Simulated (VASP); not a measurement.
Write the native input for VASP 6.6.1 that does the following.

* Task: single point
* Functional: r2SCAN
* Potentials or basis: VASP PAW PBE potentials, release 64 (Zn, S)
* Cutoff: 520 eV
* k mesh: 6 × 6 × 4
* Occupations: gaussian, width 0.05 eV
* Spin: no spin polarisation
* Dipole correction: no
* Further INCAR settings: ALGO = Normal; EDIFF = 1e-06; NBANDS = 26

Crystal: ZnS.

```
Zn S
1.0
     3.65445    0.00000    0.00000
    -1.82723    3.16485    0.00000
     0.00000    0.00000    6.49556
Zn S
2 2
Cartesian
  0.0000 2.1099 0.0350
  1.8272 1.0549 3.2828
  0.0000 2.1099 2.4658
  1.8272 1.0549 5.7136
```

This cell differs from its parent crystal: strain -0.040 along x and y, +0.040 along z.

These files were run (other wordings do the same):

POSCAR

```
ZnS
1.0
    3.6544528774      0.0000000000      0.0000000000
   -1.8272264387      3.1648490288      0.0000000000
    0.0000000000      0.0000000000      6.4955645582
Zn S
2 2
Direct
    0.3333333333      0.6666666667      0.0053880710
    0.6666666667      0.3333333333      0.5053880710
    0.3333333333      0.6666666667      0.3796119290
    0.6666666667      0.3333333333      0.8796119290
```

INCAR.step1

```
SYSTEM = ZnS
PREC = Accurate
ENCUT = 520
ISMEAR = 0
SIGMA = 0.05
LREAL = .FALSE.
LASPH = .TRUE.
NELM = 60
NBANDS = 26
GGA = PE
ALGO = Normal
EDIFF = 1E-4
LWAVE = .TRUE.
LCHARG = .FALSE.
```

INCAR.step2

```
SYSTEM = ZnS
PREC = Accurate
ENCUT = 520
EDIFF = 1E-6
ISMEAR = 0
SIGMA = 0.05
LREAL = .FALSE.
LASPH = .TRUE.
NELM = 60
ALGO = Normal
ISIF = 2
LWAVE = .FALSE.
LCHARG = .FALSE.
METAGGA = R2SCAN
LMIXTAU = .TRUE.
NBANDS = 26
ISTART = 1
```

KPOINTS

```
regular mesh
0
G
  6 6 4
  0 0 0
```

Potentials or basis: VASP PAW PBE potentials, release 64 (Zn, S).

Run with:

```bash
$ cat potpaw_PBE.64/Zn/POTCAR potpaw_PBE.64/S/POTCAR > POTCAR
$ cp INCAR.step1 INCAR
$ mpirun -np 1 vasp_std > vasp.out
$ cp INCAR.step2 INCAR
$ mpirun -np 1 vasp_std > vasp.out
```

It gave:

* Pressure: 4.4 GPa
* Largest force: 0.506 eV/Å
* Band gap on the k mesh: 2.62 eV

Caveat: the cell differs from its parent crystal (strain -0.040 along x and y, +0.040 along z); the cell stands under pressure; the PAW data sets were made with another functional, which shifts forces and pressure a little.

Run time: 5 min on 1 thread of Intel Xeon 8259CL (shared host), peak memory 0.21 GiB.
